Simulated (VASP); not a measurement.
# Hf (P6_3/mmc) in VASP: electric field gradients with PBEsol

Aim: the electric field gradients of Hf with PBEsol.

Everything below comes from runs of VASP 6.6.1. Logs are shortened: lines on timing, memory, paths and dates and some standing lists are left out, and cuts for length are marked.

## Step 1: The cell of the first run

It takes space group P6_3/mmc (No. 194, hexagonal). The conventional cell has a = 3.157 Å, b = 3.157 Å, c = 5.013 Å, α = 90.00°, β = 90.00°, γ = 120.00°. Within 4.1 Å of Hf (site symmetry -6m2) lie 12 Hf at 3.10 to 3.16 Å.

## Step 2: Electric field gradients, PBEsol

File INCAR:

```
SYSTEM = Hf
PREC = Accurate
ENCUT = 520
EDIFF = 1E-8
ISMEAR = -1
SIGMA = 0.15
LREAL = .False.
LASPH = .True.
NELM = 60
ALGO = Fast
ISIF = 2
LWAVE = .False.
LCHARG = .False.
GGA = PS
LEFG = .True.
NBANDS = 17
```

File KPOINTS:

```
regular mesh
0
Gamma
  15 15 8
  0 0 0
```

File POSCAR:

```
Hf
1.0
    3.1570180161      0.0000000000      0.0000000000
   -1.5785090081      2.7340578021      0.0000000000
    0.0000000000      0.0000000000      5.0134366150
Hf
2
Direct
    0.3333333333      0.6666666667      0.2500000000
    0.6666666667      0.3333333333      0.7500000000
```

Potentials or basis: VASP PAW PBE potentials, release 64 (Hf_pv).

Launch:

```sh
$ cat potpaw_PBE.64/Hf_pv/POTCAR > POTCAR
$ mpirun -np 1 vasp_std > vasp.out
```

OUTCAR:

```text
SYSTEM = Hf
   PREC = Accurate
   ENCUT = 520
   EDIFF = 1E-8
   ISMEAR = -1
   LREAL = .False.
   LASPH = .True.
   NELM = 60
   ISIF = 2
   GGA = PS

 ion  position               nearest neighbor table
   1  0.333  0.667  0.250-   2 3.10   2 3.10   2 3.10   2 3.10   2 3.10   2 3.10
   2  0.667  0.333  0.750-   1 3.10   1 3.10   1 3.10   1 3.10   1 3.10   1 3.10

  LATTYP: Found a hexagonal cell.
 ALAT       =     3.1570180161
 C/A-ratio  =     1.5880291431

  Lattice vectors:

 A1 = (   3.1570180161,   0.0000000000,   0.0000000000)
 A2 = (  -1.5785090081,   2.7340578021,   0.0000000000)
 A3 = (   0.0000000000,   0.0000000000,   5.0134366150)

Analysis of symmetry for initial positions (statically):
=====================================================================
 Subroutine PRICEL returns:
 Original cell was already a primitive cell.

 Routine SETGRP: Setting up the symmetry group for a
 hexagonal supercell.

 Subroutine GETGRP returns: Found 24 space group operations
 (whereof 12 operations were pure point group operations)
 out of a pool of 24 trial point group operations.

The static configuration has the point symmetry D_3d.
 The point group associated with its full space group is D_6h.

Analysis of symmetry for dynamics (positions and initial velocities):
=====================================================================
 Subroutine PRICEL returns:
 Original cell was already a primitive cell.

 Routine SETGRP: Setting up the symmetry group for a
 hexagonal supercell.

 Subroutine GETGRP returns: Found 24 space group operations
 (whereof 12 operations were pure point group operations)
 out of a pool of 24 trial point group operations.

The dynamic configuration has the point symmetry D_3d.
 The point group associated with its full space group is D_6h.

 Subroutine INISYM returns: Found 24 space group operations
 (whereof 12 operations are pure point group operations),
 and found     1 'primitive' translations

----------------------------------------------------------------------------------------

                                     Primitive cell

  volume of cell :      43.2733
[... 118 lines left out ...]
   LEPSILON=     F    determine dielectric tensor
   LRPA    =     F    only Hartree local field effects (RPA)
 non-spin polarized calculation
 RMM-DIIS sequential band-by-band and
  energy-cutoff  :      520.00
  volume of cell :       43.27
 maximum number of plane-waves:      1194
 NGX is ok and might be reduce to    24
   NGX = 11   NGY = 11   NGZ = 19

 number of electron      19.9999996 magnetization

 Free energy of the ion-electron system (eV)
  ---------------------------------------------------
  ext. energy  EPLUGINS =         0.00000000
  ---------------------------------------------------
  free energy    TOTEN  =       -21.06859089 eV

  energy without entropy =      -20.93253535  energy(sigma->0) =      -21.00056312

 E-fermi :   4.9472     XC(G=0): -11.5445

 val. band max:        4.9204063825   @ k =   0.0667   0.0000   0.2500
 cond. band min:       4.9478554220   @ k =   0.0000   0.0000   0.3750
 fundamental gap:      0.0274490395
 Fermi energy:         4.9472260654

 k-point     1 :       0.0000    0.0000    0.0000
  band No.  band energies     occupation
      1     -26.0004      2.00000
      2     -25.1745      2.00000
      3     -25.1745      2.00000
      4     -25.0342      2.00000
      5     -25.0342      2.00000
      6     -25.0308      2.00000
[... 457 lines left out ...]
      4     -25.4896      2.00000
      5     -25.3277      2.00000
      6     -25.2841      2.00000
[... 9 lines left out ...]
     16      11.1134      0.00000
     17      11.6945      0.00000

 [... further k-points ...]
[... 5 lines left out ...]
  --------------------------------------------------------------------------------------
  -------------------------------------------------------------------------------------
  Total       -0.0923501     -0.0923501     -0.1182759      0.0000000      0.0000000      0.0000000
  in kB       -3.4192251     -3.4192251     -4.3791180      0.0000000      0.0000000      0.0000000
  external PRESSURE =      -3.7391894 kB  Pullay stress =       0.0000000 kB

 VOLUME and BASIS-vectors are now :
 -----------------------------------------------------------------------------
  energy-cutoff  :      520.00
  volume of cell :       43.27
      direct lattice vectors                 reciprocal lattice vectors
     3.157018016  0.000000000  0.000000000     0.316754607  0.182878357  0.000000000
    -1.578509008  2.734057802  0.000000000     0.000000000  0.365756715  0.000000000
     0.000000000  0.000000000  5.013436615     0.000000000  0.000000000  0.199463976

 POSITION                                       TOTAL-FORCE (eV/Angst)
 -----------------------------------------------------------------------------------
     -0.00000      1.82271      1.25336        -0.000000      0.000000      0.000000
      1.57851      0.91135      3.76008         0.000000     -0.000000      0.000000
 -----------------------------------------------------------------------------------
    total drift:                               -0.000000      0.000000     -0.000000

  FREE ENERGIE OF THE ION-ELECTRON SYSTEM (eV)
  ---------------------------------------------------
  free  energy   TOTEN  =       -21.0685908906 eV

  energy  without entropy=      -20.9325353471  energy(sigma->0) =      -21.00056312

 Electric field gradients (V/A^2)
---------------------------------------------------------------------
 ion       V_xx      V_yy      V_zz      V_xy      V_xz      V_yz
---------------------------------------------------------------------
   1     -42.980   -42.980    85.959     0.000     0.000    -0.000
   2     -42.980   -42.980    85.959     0.000    -0.000     0.000
---------------------------------------------------------------------

 Electric field gradients after diagonalization (V/A^2)
 (convention: |V_zz| > |V_xx| > |V_yy|)
----------------------------------------------------------------------
 ion       V_xx      V_yy      V_zz     asymmetry (V_yy - V_xx)/ V_zz
----------------------------------------------------------------------
   1     -42.980   -42.980    85.959       0.000
   2     -42.980   -42.980    85.959       0.000
----------------------------------------------------------------------

           NMR quadrupolar parameters

 Cq : quadrupolar parameter    Cq=e*Q*V_zz/h
 eta: asymmetry parameters     (V_yy - V_xx)/ V_zz
 Q  : nuclear electric quadrupole moment in mb (millibarn)
----------------------------------------------------------------------
 ion       Cq(MHz)       eta       Q (mb)
----------------------------------------------------------------------
   1       0.208       0.000       1.000
   2       0.208       0.000       1.000
----------------------------------------------------------------------
```

Run time: 2.3 min. Hardware: 1 thread of AMD EPYC 7R43 (Zen 3), shared host; peak memory 0.18 GiB.

What came out:

| Item | Value |
| --- | --- |
| Free energy | -21.0686 eV |
| Pressure | -0.4 GPa |
| Band gap on the k mesh | zero (band 10 reaches 6.17 eV, above the bottom of band 11 at 4.55 eV) |

Electric field gradients, principal values (V/Å²):
```
atom    least   middle  greatest (by size)
1 Hf  -42.980  -42.980              85.959
2 Hf  -42.980  -42.980              85.959
```

Caveat: without QUAD_EFG the Cq values of the log hold for a quadrupole moment of 1 mb, not for the nuclei; the PAW data sets were made with another functional, which shifts forces and pressure a little; spin-orbit coupling is left out, which moves the levels of the heavy elements.
